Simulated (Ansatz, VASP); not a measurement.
TiRh3: VASP beside Ansatz

File INCAR:

```
ALGO = Normal
EDIFF = 1E-7
ENCUT = 520
GGA = CA
ISIF = 2
ISMEAR = -1
LASPH = T
LCHARG = T
LELF = T
LREAL = F
LVHAR = T
LWAVE = F
NBANDS = 36
NELM = 100
PREC = Accurate
SIGMA = 0.03
```

KPOINTS

```
k-points
0
Gamma
  10 10 10
```

File POSCAR:

```
TiRh3
1.0
    3.8220000000      0.0000000000      0.0000000000
    0.0000000000      3.8220000000      0.0000000000
    0.0000000000      0.0000000000      3.8220000000
Ti Rh
1 3
Direct
    0.0000000000      0.0000000000      0.0000000000
    0.0000000000      0.5000000000      0.5000000000
    0.5000000000      0.0000000000      0.5000000000
    0.5000000000      0.5000000000      0.0000000000
```

Input for Ansatz:

```yaml
crystal:
  lattice:
    - [3.822, 0.0, 0.0]
    - [0.0, 3.822, 0.0]
    - [0.0, 0.0, 3.822]
  atoms:
    - { symbol: Ti, position: [0.0, 0.0, 0.0] }
    - { symbol: Rh, position: [0.0, 0.5, 0.5] }
    - { symbol: Rh, position: [0.5, 0.0, 0.5] }
    - { symbol: Rh, position: [0.5, 0.5, 0.0] }
kpoints:
  mp_grid: { grid: [10, 10, 10] }
  band_path:
    path:
      - [0.0, 0.0, 0.0]
      - [0.0, 0.5, 0.0]
      - [0.5, 0.5, 0.0]
      - [0.0, 0.0, 0.0]
      - [0.5, 0.5, 0.5]
      - [0.0, 0.5, 0.0]
      - [0.5, 0.5, 0.5]
      - [0.5, 0.5, 0.0]
    npoints: 14
scf:
  occupations: { method: fermi_dirac, width: 0.03 }
hamiltonian:
  xc: lda
  pseudopotentials: { kind: all_electron, lapw: { basis_error: 0.001 } }
output:
  forces: true
  stress: true
  eigenvalues: true
  populations: true
  dos: { projected: true, de: 0.2, e_range: [-14, 8] }
```

Alike in both runs: task single point; functional LDA; k mesh 10 × 10 × 10; occupations fermi-dirac, width 0.03 eV; no spin polarisation.

```csv
,VASP,Ansatz
version,VASP 6.6.1,Ansatz 0.2.0
potentials or method,"VASP PAW LDA potentials, release 64 (Ti_sv, Rh_pv), cutoff 520 eV","all-electron LAPW, scalar-relativistic"
```

Ansatz gave:

```
pressure (GPa) : -10.3
```

Which values does VASP return?

Pressure (GPa): -9.6.

LDA's correlation is that of Perdew and Zunger in VASP and of Perdew and Wang (1992) in Ansatz. Ansatz ran all-electron here, and VASP with PAW potentials.
